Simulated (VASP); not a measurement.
Runs of VASP 6.6.1 on ZnInO. The structure is that of space group P4/nmm (No. 129), or close to it. The cells are those of the table. 

```csv
task,cell,k mesh,cutoff (eV),gap on the mesh (eV),pressure (GPa),largest force (eV/Å)
single point,"a = 2.997, b = 2.997, c = 11.084 Å, 6 atoms",6 × 6 × 2,520,none,(a),0.04
single point,"a = 3.174, b = 3.174, c = 8.035 Å, 6 atoms",6 × 6 × 2,520,none,(b),2.58
relaxation of cell and atoms,"relaxed from a = 3.174, b = 3.174, c = 8.035 Å, 6 atoms",6 × 6 × 2,600,none,0.0,0.03
single point,"a = 3.006, b = 3.006, c = 11.005 Å, 6 atoms",12 × 12 × 4,520,none,0.3,0.03
```

Alike in all rows: level PBE; potentials or basis VASP PAW PBE potentials, release 64 (Zn, In_d, O); no spin polarisation; smearing gaussian 0.1 eV.

Estimate the missing entries.

(a) 0.5; (b) 15.6.

Caveats: some runs use coarse meshes; spin-orbit coupling is left out, which moves the levels of the heavy elements; forces of over 1 eV/Å act on the atoms, so gaps and moduli don't describe the material at rest (some runs).

A k mesh can miss the band edges, and the runs leave out spin-orbit coupling on In.

A gap of «none» marks levels without a gap at the run's occupations.
